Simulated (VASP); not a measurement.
Runs of VASP 6.6.1 on GaO3. The structure is that of space group P-6m2 (No. 187), or close to it. The cells are those of the table. 

```tsv
task	spin	cell	k mesh	cutoff (eV)	gap on the mesh (eV)	pressure (GPa)	moment (μB)	relaxed volume (Å³/atom)	largest force (eV/Å)
relaxation of cell and atoms	collinear, ferromagnetic start	relaxed from a = 2.489, b = 2.489, c = 8.263 Å, angles 90.0, 90.0, 120.0°, 4 atoms	6 × 6 × 2	600	none	-0.2	2.16	(b)	0.02
relaxation of cell and atoms	collinear, ferromagnetic start	relaxed from a = 2.948, b = 2.948, c = 6.845 Å, angles 90.0, 90.0, 120.0°, 4 atoms	6 × 6 × 4	600	none	-0.2	3.00	(a)	0.02
single point	collinear, ferromagnetic start	a = 2.945, b = 2.945, c = 6.841 Å, angles 90.0, 90.0, 120.0°, 4 atoms	6 × 6 × 4	520	none	0.5	3.00	-	0.08
single point	collinear, ferromagnetic start	a = 2.948, b = 2.948, c = 6.845 Å, angles 90.0, 90.0, 120.0°, 4 atoms	6 × 6 × 2	520	none	0.6	3.00	-	(c)
single point	off	a = 2.489, b = 2.489, c = 8.263 Å, angles 90.0, 90.0, 120.0°, 4 atoms	6 × 6 × 2	600	none	-5.7	-	-	1.15
```

Alike in all rows: level PBE; potentials or basis VASP PAW PBE potentials, release 64 (Ga_d, O); smearing gaussian 0.1 eV.

Question: Fill in the values left out.

Answer: (a) 12.91; (b) 11.45; (c) 0.06.

Caveats: all runs use coarse meshes; an odd number of electrons without spin polarisation forces a metal (some runs); a magnetic or distorted state may lie lower (some runs).

A k mesh can miss the band edges, and the runs leave out spin-orbit coupling on Ga.

A gap of «none» marks levels without a gap at the run's occupations.
